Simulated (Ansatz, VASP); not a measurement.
## One calculation of Li, two programs

Contents of INCAR:

```
SYSTEM = Li
  PREC = Accurate
  ENCUT = 520
  EDIFF = 1E-6
  ISMEAR = 0
  SIGMA = 0.1
  LREAL = .FALSE.
  LASPH = .TRUE.
  NELM = 100
  ALGO = Fast
  ISIF = 2
  LWAVE = .FALSE.
  LCHARG = .FALSE.
  GGA = PE
  NBANDS = 14
```

Contents of KPOINTS:

```
Automatic mesh
0
G
  9 9 9
  0 0 0
```

The input POSCAR:

```
Li
1.0
    4.4918576321     -0.1781776133     -0.1781776133
   -0.1781776133      4.4918576321     -0.1781776133
   -0.1781776133     -0.1781776133      4.4918576321
Li
4
Direct
    0.8713530679      0.1002301719      0.6244299010
    0.4039868593      0.4039868593      0.4039868593
    0.1002301719      0.6244299010      0.8713530679
    0.6244299010      0.8713530679      0.1002301719
```

Input for Ansatz:

```yaml
crystal:
  lattice:
    - [4.4918576321, -0.1781776133, -0.1781776133]
    - [-0.1781776133, 4.4918576321, -0.1781776133]
    - [-0.1781776133, -0.1781776133, 4.4918576321]
  atoms:
    - { symbol: Li, position: [0.8713530679, 0.1002301719, 0.624429901] }
    - { symbol: Li, position: [0.4039868593, 0.4039868593, 0.4039868593] }
    - { symbol: Li, position: [0.1002301719, 0.624429901, 0.8713530679] }
    - { symbol: Li, position: [0.624429901, 0.8713530679, 0.1002301719] }
basis:
  ecutwfc: 420
kpoints:
  mp_grid: { grid: [9, 9, 9] }
hamiltonian:
  xc: pbe
scf:
  occupations: { method: gaussian, width: 0.1 }
output:
  forces: true
  stress: true
  eigenvalues: true
  populations: true
```

Alike in both runs: task single point; functional PBE; k mesh 9 × 9 × 9; occupations gaussian, width 0.1 eV; no spin polarisation.

|  | VASP | Ansatz |
| --- | --- | --- |
| version | VASP 6.6.1 | Ansatz 0.2.0 |
| potentials or method | VASP PAW PBE potentials, release 64 (Li_sv), cutoff 520 eV | scalar-relativistic, plane waves, PAW |
| valence electrons in the cell | 12 | 12 |

```tsv
	VASP	Ansatz	Ansatz less VASP
gap on the k mesh at the Fermi level (eV)	none	none	-
rms of the force components (eV/Å)	0.094	0.094	-0.0004
```

Atom by atom the forces differ by 0.000 eV/Å (rms over components). A gap of «none» marks a metal or a gap that the smearing closes. The functional is the same, so the differences come from potentials, cutoffs and numerics.

Noted on VASP's run: the cutoff is short for stress, so the pressure is rough.
